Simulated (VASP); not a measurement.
**HC16 (a cell with a defect): single point with PBE+D3(BJ)**

Crystal: HC16 (a cell with a defect).

```
CELL_PARAMETERS angstrom
0.00000 3.57000 3.57000
3.57000 0.00000 3.57000
3.57000 3.57000 0.00000
ATOMIC_POSITIONS crystal
C 0.98937 0.00617 0.00488
C 0.11754 0.13045 0.12850
C 0.99190 0.01588 0.50604
C 0.12113 0.13031 0.63179
C 0.98571 0.50381 0.00387
C 0.11494 0.62832 0.11973
C 0.97600 0.49028 0.49428
C 0.12983 0.63975 0.64326
C 0.49076 0.00589 0.00431
C 0.61595 0.13029 0.12898
C 0.49486 0.00621 0.50257
C 0.61668 0.13035 0.63132
C 0.48957 0.50324 0.00441
C 0.61155 0.63244 0.12766
C 0.49263 0.50459 0.50327
C 0.61150 0.62992 0.63012
H 0.03276 0.70953 0.44316
```

```yaml
Program: VASP 6.6.1
Task: single point
Functional: PBE
Dispersion: D3(BJ)
Potentials_or_basis: VASP PAW PBE potentials, release 64 (C, H)
Cutoff: 520 eV
k_mesh: 3 × 3 × 3
Occupations: gaussian, width 0.02 eV
Spin: no spin polarisation
Dipole_correction: no
Charge: 1
Further_INCAR_settings: LREAL = Auto; ALGO = Normal; EDIFF = 1e-06; NBANDS = 46; NELECT = 64.0
```

| Item | Value |
| --- | --- |
| Largest force | 0.355 eV/Å |
| Dispersion energy per atom | -0.190 eV |

Forces in eV/Å, atoms in the order of the input:
```
C   -0.015 -0.003 -0.015
C   -0.007 -0.025  0.001
C    0.013 -0.041 -0.015
C   -0.023  0.014 -0.023
C    0.012 -0.001 -0.014
C    0.013  0.022 -0.004
C    0.034  0.072  0.021
C   -0.090 -0.010 -0.121
C   -0.002  0.005 -0.018
C   -0.008  0.002 -0.021
C   -0.018  0.005 -0.028
C   -0.007 -0.010 -0.025
C   -0.003  0.003 -0.013
C   -0.004  0.006 -0.025
C   -0.015  0.011 -0.015
C    0.001  0.012 -0.014
H    0.121 -0.062  0.328
```

Levels at points of the mesh, in eV from the Fermi level:
```tsv
k point	band 30	band 31	band 32	band 33	band 34	band 35
(0.00, 0.00, 0.00)	-0.44	-0.36	-0.16	1.78	3.57	4.09
```

Wall time 110 s on 1 thread of Intel(R) Xeon(R) Platinum 8488C (Sapphire Rapids), on a shared host, peak memory 0.26 GiB.

Caveat: the k points lie up to 0.51 Å⁻¹ apart; the cell carries a net charge on a neutralising background, which shifts energy and pressure; the cell is charged against a uniform background, so pressure and absolute levels hang on convention.
